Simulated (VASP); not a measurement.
# Be (I4/mmm) in VASP: a series of runs

Runs on Be. Level: PBE+D3(BJ). Tasks: relaxation of shape and atoms at fixed volume.

Everything below comes from runs of VASP 6.6.1. Logs are shortened: lines on timing, memory, paths and dates and some standing lists are left out, and cuts for length are marked.

**1. The cell of the first run**

It takes space group I4/mmm (No. 139, tetragonal). The conventional cell has a = 2.331 Å, b = 2.331 Å, c = 2.377 Å, α = 90.00°, β = 90.00°, γ = 90.00°. Be (site symmetry 4/mmm) has 14 Be at 2.03 to 2.38 Å within 2.7 Å.

**2. Relaxation of shape and atoms at fixed volume, PBE+D3(BJ) (6.46 Å³/atom)**

The input, INCAR:

```
ALGO = Normal
EDIFF = 1E-6
EDIFFG = -0.01
ENCUT = 600
GGA = PE
IBRION = 2
ISIF = 4
ISMEAR = 0
IVDW = 12
LASPH = True
LCHARG = False
LREAL = False
LWAVE = False
NELM = 80
NSW = 50
PREC = Accurate
SIGMA = 0.1
```

The input, KPOINTS:

```
k-points
0
Gamma
  16 12 12
```

The input, POSCAR:

```
Be
1.0
    2.3767842173      0.0000000000      0.0000000000
    0.0000000000      3.2970263035      0.0000000000
    0.0000000000      0.0000000000      3.2970263035
Be
4
Direct
    0.7500000000      0.7500000000      0.7500000000
    0.2500000000      0.2500000000      0.7500000000
    0.2500000000      0.7500000000      0.2500000000
    0.7500000000      0.2500000000      0.2500000000
```

Potentials or basis: VASP PAW PBE potentials, release 64 (Be).

Launch:

```bash
cat potpaw_PBE.64/Be/POTCAR > POTCAR
mpirun -np 1 vasp_std > vasp.out
```

OUTCAR:

```text
EDIFF = 1E-6
   EDIFFG = -0.01
   ENCUT = 600
   GGA = PE
   IBRION = 2
   ISIF = 4
   ISMEAR = 0
   IVDW = 12
   LASPH = True
   LREAL = False
   NELM = 80
   NSW = 50
   PREC = Accurate
 IVDW          = 12

 ion  position               nearest neighbor table
   1  0.750  0.750  0.750-   2 2.03   3 2.03   3 2.03   2 2.03   2 2.03   3 2.03   3 2.03   2 2.03
                             4 2.33   4 2.33   4 2.33   4 2.33
   2  0.250  0.250  0.750-   1 2.03   4 2.03   4 2.03   1 2.03   1 2.03   4 2.03   4 2.03   1 2.03
                             3 2.33   3 2.33   3 2.33   3 2.33
   3  0.250  0.750  0.250-   1 2.03   4 2.03   1 2.03   4 2.03   1 2.03   4 2.03   1 2.03   4 2.03
                             2 2.33   2 2.33   2 2.33   2 2.33
   4  0.750  0.250  0.250-   2 2.03   3 2.03   2 2.03   3 2.03   2 2.03   3 2.03   2 2.03   3 2.03
                             1 2.33   1 2.33   1 2.33   1 2.33

  LATTYP: Found a simple tetragonal cell.
 ALAT       =     3.2970263035
 C/A-ratio  =     0.7208872476

  Lattice vectors:

 A1 = (   0.0000000000,   3.2970263035,   0.0000000000)
 A2 = (   0.0000000000,   0.0000000000,   3.2970263035)
 A3 = (   2.3767842173,   0.0000000000,   0.0000000000)

Analysis of symmetry for initial positions (statically):
=====================================================================
 Subroutine PRICEL returns following result:

  LATTYP: Found a body centered tetragonal cell.
 ALAT       =     2.3313496570
 C/A-ratio  =     1.0194885225

  Lattice vectors:

 A1 = (  -1.1883921086,   0.0000000000,  -1.6485131517)
 A2 = (  -1.1883921086,   0.0000000000,   1.6485131518)
 A3 = (   1.1883921086,   1.6485131518,  -0.0000000000)

   4 primitive cells build up your supercell.

 Routine SETGRP: Setting up the symmetry group for a
 simple tetragonal supercell.

 Subroutine GETGRP returns: Found 16 space group operations
 (whereof  8 operations were pure point group operations)
 out of a pool of 16 trial point group operations.

The static configuration has the point symmetry D_2d.
 The point group associated with its full space group is D_4h.

Analysis of symmetry for dynamics (positions and initial velocities):
=====================================================================
 Subroutine PRICEL returns following result:

  LATTYP: Found a body centered tetragonal cell.
 ALAT       =     2.3313496570
 C/A-ratio  =     1.0194885225

  Lattice vectors:

 A1 = (  -1.1883921086,   0.0000000000,  -1.6485131517)
 A2 = (  -1.1883921086,   0.0000000000,   1.6485131518)
 A3 = (   1.1883921086,   1.6485131518,  -0.0000000000)

   4 primitive cells build up your supercell.

 Routine SETGRP: Setting up the symmetry group for a
 simple tetragonal supercell.

 Subroutine GETGRP returns: Found 16 space group operations
 (whereof  8 operations were pure point group operations)
 out of a pool of 16 trial point group operations.

The dynamic configuration has the point symmetry D_2d.
 The point group associated with its full space group is D_4h.

 Subroutine INISYM returns: Found 16 space group operations
 (whereof  8 operations are pure point group operations),
 and found     4 'primitive' translations

----------------------------------------------------------------------------------------

                                     Primitive cell

  volume of cell :       6.4591

  direct lattice vectors                    reciprocal lattice vectors
    -1.188392109  0.000000000 -1.648513152    -0.420736554  0.303303616 -0.303303616
    -1.188392109  0.000000000  1.648513152    -0.420736554  0.303303616  0.303303616
     1.188392109  1.648513152 -0.000000000     0.000000000  0.606607232  0.000000000

  length of vectors
     2.032208507  2.032208507  2.032208507     0.600837261  0.600837261  0.606607232

  position of ions in fractional coordinates (direct lattice)
     0.250000000  0.750000000  0.500000000

  ion indices of the primitive-cell ions
   primitive index   ion index
                 1           1

----------------------------------------------------------------------------------------

 KPOINTS: k-points

Automatic generation of k-mesh.
 Grid dimensions read from file:
 generate k-points for:   16   12   12

 Generating k-lattice:

  Cartesian coordinates                     Fractional coordinates (reciprocal lattice)
     0.026296035  0.000000000  0.000000000     0.062500000  0.000000000  0.000000000
     0.000000000  0.025275301  0.000000000     0.000000000  0.083333333  0.000000000
     0.000000000  0.000000000  0.025275301     0.000000000  0.000000000  0.083333333

  Length of vectors
     0.026296035  0.025275301  0.025275301

  Shift w.r.t. Gamma in fractional coordinates (k-lattice)
     0.000000000  0.000000000  0.000000000

 Subroutine IBZKPT returns following result:
 ===========================================

 Found    252 irreducible k-points:

 Following reciprocal coordinates:
            Coordinates               Weight
  0.000000  0.000000  0.000000      1.000000
  0.062500  0.000000  0.000000      2.000000
  0.125000  0.000000  0.000000      2.000000
  0.187500  0.000000  0.000000      2.000000
  0.250000  0.000000  0.000000      2.000000
  0.312500  0.000000  0.000000      2.000000
[... 16 lines left out ...]
  0.250000  0.166667  0.000000      8.000000
  0.312500  0.166667  0.000000      8.000000
 [... further k-points ...]
   k-points           NKPTS =    252   k-points in BZ     NKDIM =    252   number of bands    NBANDS=      8
   number of dos      NEDOS =    301   number of ions     NIONS =      4
   total plane-waves  NPLWV =  15680
   dimension x,y,z NGX =    20 NGY =   28 NGZ =   28
   dimension x,y,z NGXF=    40 NGYF=   56 NGZF=   56
   ions per type =               4
   NGX,Y,Z   is equivalent  to a cutoff of  13.99, 14.12, 14.12 a.u.
   NGXF,Y,Z  is equivalent  to a cutoff of  27.98, 28.24, 28.24 a.u.
 SYSTEM =  unknown system
   PREC   = accura    normal or accurate (medium, high low for compatibility)
   ISTART =      0    job   : 0-new  1-cont  2-samecut
   ICHARG =      2    charge: 1-file 2-atom 10-const
   ISPIN  =      1    spin polarized calculation?
   LNONCOLLINEAR =      F non collinear calculations
   LSORBIT =      F    spin-orbit coupling
   LASPH  =      T    aspherical Exc in radial PAW
   ENCUT  =  600.0 eV  44.10 Ry    6.64 a.u.   4.75  6.58  6.58*2*pi/ulx,y,z
   NELM   =     80;   NELMIN=  2; NELMDL= -5     # of ELM steps
   EDIFF  = 0.1E-05   stopping-criterion for ELM
   LREAL  =      F    real-space projection
   EDIFFG = -.1E-01   stopping-criterion for IOM
   NSW    =     50    number of steps for IOM
   IBRION =      2    ionic relax: 0-MD 1-quasi-New 2-CG
   NFREE  =      1    steps in history (QN), initial steepest desc. (CG)
   ISIF   =      4    stress and relaxation
   ISYM   =      2    0-nonsym 1-usesym 2-fastsym
   POTIM  = 0.5000    time-step for ionic-motion
   TEBEG  =    0.0;   TEEND  =   0.0 temperature during run
   PSTRESS=    0.0 pullay stress
   NELECT =       8.0000    total number of electrons
   NUPDOWN=      -1.0000    fix difference up-down
   EMIN   =  10.00;   EMAX   =-10.00  energy-range for DOS
   EFERMI =   0.00;   METHOD = LEGACY
   ISMEAR =     0;   SIGMA  =   0.10  broadening in eV -4-tet -1-fermi 0-gaus
   EFERMI_NEDOS =   21; number of points for ismear=-14 and -15
   IALGO  =     38    algorithm
   IMIX   =      4    mixing-type and parameters
     AMIX     =   0.40;   BMIX     =  1.00
     AMIX_MAG =   1.60;   BMIX_MAG =  1.00
  volume/ion in A,a.u.               =       6.46        43.59
  Fermi-wavevector in a.u.,A,eV,Ry     =   1.107541  2.092950 16.689558  1.226648
  Thomas-Fermi vector in A             =   2.244057
   LORBIT       =      0    0 simple, 1 ext, 2 COOP (PROOUT), +10 PAW based schemes
   GGA     = PE    functional components
   LHFCALC =     F    Hartree Fock is set to
   AEXX    =    0.0000 exact exchange contribution
   IVDW    =    12    specifies the selected vdW correction
   LEPSILON=     F    determine dielectric tensor
   LRPA    =     F    only Hartree local field effects (RPA)
 conjugate gradient relaxation of ions
 non-spin polarized calculation
 Gauss-broadening in eV      SIGMA  =   0.10
  energy-cutoff  :      600.00
  volume of cell :       25.84
 maximum number of plane-waves:       885
 NGX is ok and might be reduce to    20
   NGX =  9   NGY = 13   NGZ = 13

 number of electron       8.0000000 magnetization

 Free energy of the ion-electron system (eV)
  ---------------------------------------------------
  ext. energy  EPLUGINS =         0.00000000
  ---------------------------------------------------
  free energy    TOTEN  =       -14.18276897 eV

  energy without entropy =      -14.18077265  energy(sigma->0) =      -14.18177081

 E-fermi :   9.7909     XC(G=0): -11.2959

 val. band max:        9.7761811278   @ k =   0.3750   0.4167   0.0000
 cond. band min:       9.8244016960   @ k =   0.1875   0.5000   0.0000
 fundamental gap:      0.0482205683
 Fermi energy:         9.7908937365

 k-point     1 :       0.0000    0.0000    0.0000
  band No.  band energies     occupation
      1      -3.6755      2.00000
      2       3.8220      2.00000
      3       3.8220      2.00000
      4      10.9616      0.00000
      5      10.9616      0.00000
      6      13.8111      0.00000
      7      14.6840      0.00000
      8      14.6840      0.00000

 k-point     2 :       0.0625    0.0000    0.0000
  band No.  band energies     occupation
      1      -3.6043      2.00000
      2       3.9238      2.00000
      3       3.9238      2.00000
      4      10.9441      0.00000
      5      10.9441      0.00000
      6      12.9056      0.00000
      7      14.7819      0.00000
      8      14.7819      0.00000
[... 221 lines left out ...]
 k-point    23 :       0.2500    0.1667    0.0000
  band No.  band energies     occupation
      1      -2.2660      2.00000
      2       3.9393      2.00000
      3       5.8208      2.00000
      4       7.3247      2.00000
      5      10.3334      0.00000
      6      12.8953      0.00000
      7      14.2295      0.00000
      8      16.2361      0.00000

 k-point    24 :       0.3125    0.1667    0.0000
  band No.  band energies     occupation
      1      -1.6137      2.00000
      2       4.6726      2.00000
      3       5.5821      2.00000
      4       6.7351      2.00000
      5       9.8660      0.28830
      6      12.9549      0.00000
      7      15.1198      0.00000
      8      16.3943      0.00000

 [... further k-points ...]

------------------------ aborting loop because EDIFF is reached ----------------------------------------

 Edisp (eV)   -1.75034

 E8    (eV) :    -0.6083

  FORCE on cell =-STRESS in cart. coord.  units (eV):
  Direction    XX          YY          ZZ          XY          YZ          ZX
  --------------------------------------------------------------------------------------
  -------------------------------------------------------------------------------------
  Total       3.45759     3.49312     3.49312     0.00000     0.00000    -0.00000
  in kB     214.41206   216.61569   216.61569     0.00000     0.00000    -0.00000
  external pressure =      215.88 kB  Pullay stress =        0.00 kB

 VOLUME and BASIS-vectors are now :
 -----------------------------------------------------------------------------
  energy-cutoff  :      600.00
  volume of cell :       25.84
      direct lattice vectors                 reciprocal lattice vectors
     2.376784217  0.000000000  0.000000000     0.420736554  0.000000000  0.000000000
     0.000000000  3.297026304  0.000000000     0.000000000  0.303303616  0.000000000
     0.000000000  0.000000000  3.297026304     0.000000000  0.000000000  0.303303616

 POSITION                                       TOTAL-FORCE (eV/Angst)
 -----------------------------------------------------------------------------------
      1.78259      2.47277      2.47277         0.000000      0.000000      0.000000
      0.59420      0.82426      2.47277        -0.000000      0.000000     -0.000000
      0.59420      2.47277      0.82426         0.000000     -0.000000      0.000000
      1.78259      0.82426      0.82426        -0.000000     -0.000000      0.000000
 -----------------------------------------------------------------------------------
    total drift:                                0.000000     -0.000000     -0.000000

  FREE ENERGIE OF THE ION-ELECTRON SYSTEM (eV)
  ---------------------------------------------------
  free  energy   TOTEN  =       -15.9331041852 eV

  energy  without entropy=      -15.9311078633  energy(sigma->0) =      -15.93210602

 reached required accuracy - stopping structural energy minimisation
```

It took 62 s on 1 thread of Intel Xeon 8259CL, shared host; peak memory 0.19 GiB.

Results:

```yaml
Free_energy: -15.9331 eV
Pressure_after_relaxing: 21.6 GPa
Band_gap_on_the_k_mesh: zero (bands 4 and 5 overlap by 3.26 eV)
Dispersion_energy_per_atom: -0.438 eV
```

Final structure:
```yaml
crystal:
  lattice:
    - [2.37678, 0.00000, 0.00000]
    - [0.00000, 3.29703, 0.00000]
    - [0.00000, 0.00000, 3.29703]
  atoms:
    - { symbol: Be, position: [0.75000, 0.75000, 0.75000] }
    - { symbol: Be, position: [0.25000, 0.25000, 0.75000] }
    - { symbol: Be, position: [0.25000, 0.75000, 0.25000] }
    - { symbol: Be, position: [0.75000, 0.25000, 0.25000] }
```

Levels at points of the mesh, in eV from the Fermi level:
| k point | band 2 | band 3 | band 4 | band 5 | band 6 | band 7 |
| --- | --- | --- | --- | --- | --- | --- |
| (0.00, 0.00, 0.00) | -5.97 | -5.97 | 1.17 | 1.17 | 4.02 | 4.89 |
| (0.50, 0.00, 0.00) | -8.77 | 0.53 | 0.53 | 0.53 | 0.53 | 0.68 |
| (0.00, 0.50, 0.00) | -11.10 | -2.66 | -2.66 | 2.00 | 2.00 | 7.24 |
| (0.50, 0.50, 0.00) | -6.53 | -6.53 | -6.53 | 3.79 | 3.79 | 3.79 |
| (0.00, 0.50, 0.50) | -8.58 | -8.58 | -8.58 | 10.43 | 10.43 | 10.43 |
| (0.50, 0.50, 0.50) | -6.15 | -6.15 | -6.15 | 0.91 | 0.91 | 0.91 |

**3. Relaxation of shape and atoms at fixed volume, PBE+D3(BJ) (6.68 Å³/atom)**

This run uses another cell than the first one, of 6.68 Å³/atom.

INCAR, as its differences from that of step 2:

```diff
@@ -1,3 +1,3 @@
-ALGO = Normal
-EDIFF = 1E-6
+ALGO = Fast
+EDIFF = 1E-7
 EDIFFG = -0.01
@@ -13,3 +13,3 @@
 LWAVE = False
-NELM = 80
+NELM = 60
 NSW = 50
```

KPOINTS is that of step 2.

The input, POSCAR:

```
Be
1.0
    2.4043616557      0.0000000000      0.0000000000
    0.0000000000      3.3334715493      0.0000000000
    0.0000000000      0.0000000000      3.3334715493
Be
4
Direct
    0.7500000000      0.7500000000      0.7500000000
    0.2500000000      0.2500000000      0.7500000000
    0.2500000000      0.7500000000      0.2500000000
    0.7500000000      0.2500000000      0.2500000000
```

Potentials or basis: VASP PAW PBE potentials, release 64 (Be).

Launch:

```bash
cat potpaw_PBE.64/Be/POTCAR > POTCAR
mpirun -np 1 vasp_std > vasp.out
```

Wall time 1.8 min (1 thread of Intel Xeon 8259CL, shared host); peak memory 0.19 GiB.

It converged, with:

- Free energy: -16.0336 eV
- Pressure after relaxing: 15.1 GPa
- Band gap on the k mesh: zero (bands 4 and 5 overlap by 3.10 eV)
- Dispersion energy per atom: -0.423 eV

Stress tensor (GPa, compression positive):
```
14.99  0.00  0.00
 0.00 15.19  0.00
 0.00  0.00 15.19
```

Final structure:
```
Be
1.0
     2.40436    0.00000    0.00000
     0.00000    3.33347    0.00000
     0.00000    0.00000    3.33347
Be
4
Cartesian
  1.8033 2.5001 2.5001
  0.6011 0.8334 2.5001
  0.6011 2.5001 0.8334
  1.8033 0.8334 0.8334
```

Levels at points of the mesh, in eV from the Fermi level:
| k point | band 1 | band 2 | band 3 | band 4 | band 5 | band 6 | band 7 | band 8 |
| --- | --- | --- | --- | --- | --- | --- | --- | --- |
| (0.00, 0.00, 0.00) | -13.27 | -5.82 | -5.82 | 1.05 | 1.05 | 3.90 | 4.77 | 4.77 |
| (0.50, 0.00, 0.00) | -8.62 | -8.62 | 0.52 | 0.52 | 0.52 | 0.52 | 0.68 | 0.68 |
| (0.00, 0.50, 0.00) | -10.92 | -10.92 | -2.58 | -2.58 | 1.91 | 1.91 | 7.04 | 7.04 |
| (0.50, 0.50, 0.00) | -6.41 | -6.41 | -6.41 | -6.41 | 3.71 | 3.71 | 3.71 | 3.71 |
| (0.00, 0.50, 0.50) | -8.44 | -8.44 | -8.44 | -8.44 | 10.16 | 10.16 | 10.16 | 10.18 |
| (0.50, 0.50, 0.50) | -6.00 | -6.00 | -6.00 | -6.00 | 0.79 | 0.79 | 0.79 | 0.79 |

**4. Relaxation of shape and atoms at fixed volume, PBE+D3(BJ) (6.90 Å³/atom)**

This run uses another cell than the first one, of 6.90 Å³/atom.

The input, INCAR:

```
PREC     = Accurate       # precision mode
ENCUT    = 600            # plane-wave cutoff, eV
EDIFF    = 1E-6           # SCF threshold, eV
ISMEAR   = 0              # smearing method
SIGMA    = 0.1            # smearing width, eV
LREAL    = F              # projectors in reciprocal space
LASPH    = T              # aspherical terms in the spheres
NELM     = 100            # most SCF steps
ALGO     = Normal         # electronic algorithm
ISIF     = 4              # what is computed and relaxed
LWAVE    = F              # write WAVECAR
LCHARG   = F              # write CHGCAR
GGA      = PE             # functional
IVDW     = 12             # dispersion correction
IBRION   = 2              # ionic algorithm
NSW      = 50             # ionic steps
EDIFFG   = -0.01          # ionic threshold
```

The input, KPOINTS:

```
Automatic mesh
0
Gamma
  16 12 12
```

The input, POSCAR:

```
Be
1.0
    2.4313757654      0.0000000000      0.0000000000
    0.0000000000      3.3690995086      0.0000000000
    0.0000000000      0.0000000000      3.3690995086
Be
4
Direct
    0.7500000000      0.7500000000      0.7500000000
    0.2500000000      0.2500000000      0.7500000000
    0.2500000000      0.7500000000      0.2500000000
    0.7500000000      0.2500000000      0.2500000000
```

Launch:

```bash
cat potpaw_PBE.64/Be/POTCAR > POTCAR
mpirun -np 1 vasp_std > vasp.out
```

Run time: 57 s. Hardware: 1 thread of Intel Xeon 8259CL, shared host; peak memory 0.19 GiB.

It converged, with:

```
Free energy                : -16.1008 eV
Pressure after relaxing    : 9.5 GPa
Band gap on the k mesh     : zero (bands 4 and 5 overlap by 2.95 eV)
Dispersion energy per atom : -0.409 eV
```

Stress tensor (GPa, compression positive):
```
9.36 0.00 0.00
0.00 9.53 0.00
0.00 0.00 9.53
```

Final structure:
```
Be
1.0
     2.43138    0.00000    0.00000
     0.00000    3.36910    0.00000
     0.00000    0.00000    3.36910
Be
4
Cartesian
  1.8235 2.5268 2.5268
  0.6078 0.8423 2.5268
  0.6078 2.5268 0.8423
  1.8235 0.8423 0.8423
```

Levels at points of the mesh, in eV from the Fermi level:
| k point | band 1 | band 2 | band 3 | band 4 | band 5 | band 6 | band 7 | band 8 |
| --- | --- | --- | --- | --- | --- | --- | --- | --- |
| (0.00, 0.00, 0.00) | -13.07 | -5.68 | -5.68 | 0.94 | 0.94 | 3.78 | 4.66 | 4.66 |
| (0.50, 0.00, 0.00) | -8.49 | -8.49 | 0.52 | 0.52 | 0.52 | 0.52 | 0.68 | 0.68 |
| (0.00, 0.50, 0.00) | -10.75 | -10.75 | -2.52 | -2.52 | 1.83 | 1.83 | 6.85 | 6.85 |
| (0.50, 0.50, 0.00) | -6.29 | -6.29 | -6.29 | -6.29 | 3.64 | 3.64 | 3.64 | 3.64 |
| (0.00, 0.50, 0.50) | -8.30 | -8.30 | -8.30 | -8.30 | 9.90 | 9.90 | 9.90 | 9.90 |
| (0.50, 0.50, 0.50) | -5.86 | -5.86 | -5.86 | -5.86 | 0.67 | 0.67 | 0.67 | 0.67 |

(Continued in part 2 of 2.)

The gap in the log of VASP goes by the Fermi energy; the results here count the filled bands.